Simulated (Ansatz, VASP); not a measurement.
# PbO in VASP and in Ansatz

Contents of INCAR:

```
SYSTEM = PbO
PREC = Accurate ; ENCUT = 520
EDIFF = 1E-7 ; ISMEAR = 0
SIGMA = 0.05 ; LREAL = .FALSE.
LASPH = .TRUE. ; NELM = 60
ALGO = Normal ; ISIF = 2
LWAVE = .FALSE. ; LCHARG = .FALSE.
GGA = PE ; NBANDS = 28
```

Contents of KPOINTS:

```
regular mesh
0
G
  8 8 6
  0 0 0
```

The input POSCAR:

```
PbO
1.0
    3.8551680000      0.0000000000      0.0000000000
    0.0000000000      4.0936320000      0.0000000000
    0.0000000000      0.0000000000      5.0220000000
Pb O
2 2
Direct
    0.0000000000      0.5000000000      0.2351000000
    0.5000000000      0.0000000000      0.7649000000
    0.0000000000      0.0000000000      0.0000000000
    0.5000000000      0.5000000000      0.0000000000
```

Input for Ansatz:

```yaml
crystal:
  lattice:
    - [3.855168, 0.0, 0.0]
    - [0.0, 4.093632, 0.0]
    - [0.0, 0.0, 5.022]
  atoms:
    - { symbol: Pb, position: [0.0, 0.5, 0.2351] }
    - { symbol: Pb, position: [0.5, 0.0, 0.7649] }
    - { symbol: O, position: [0.0, 0.0, 0.0] }
    - { symbol: O, position: [0.5, 0.5, 0.0] }
basis:
  ecutwfc: 420
kpoints:
  mp_grid: { grid: [8, 8, 6] }
hamiltonian:
  xc: pbe
scf:
  occupations: { method: gaussian, width: 0.05 }
output:
  forces: true
  stress: true
  eigenvalues: true
```

Change from the starting cell: strain -0.0300 x Voigt [1, -1, 0, 0, 0, 0], atoms carried along.

Alike in both runs: task single point; functional PBE; k mesh 8 × 8 × 6; occupations gaussian, width 0.05 eV; no spin polarisation.

|  | VASP | Ansatz |
| --- | --- | --- |
| version | VASP 6.6.1 | Ansatz 0.2.0 |
| potentials or method | VASP PAW PBE potentials, release 64 (Pb_d, O), cutoff 520 eV | scalar-relativistic, plane waves, PAW |
| valence electrons in the cell | 40 | 40 |

|  | VASP | Ansatz | Ansatz less VASP |
| --- | --- | --- | --- |
| gap on the k mesh at the Fermi level (eV) | 1.23 | 1.22 | -0.007 |
| least direct gap on the mesh (eV) | 2.35 | 2.35 | +0.007 |
| pressure (GPa) | 5.3 | 5.2 | -0.09 |
| traceless stress, the component that is largest in VASP (GPa) | 2.71 | 2.64 | -0.071 |
| rms of the force components (eV/Å) | 0.320 | 0.303 | -0.0165 |

Atom by atom the forces differ by 0.019 eV/Å (rms over components).

Neither program's run includes spin-orbit coupling.
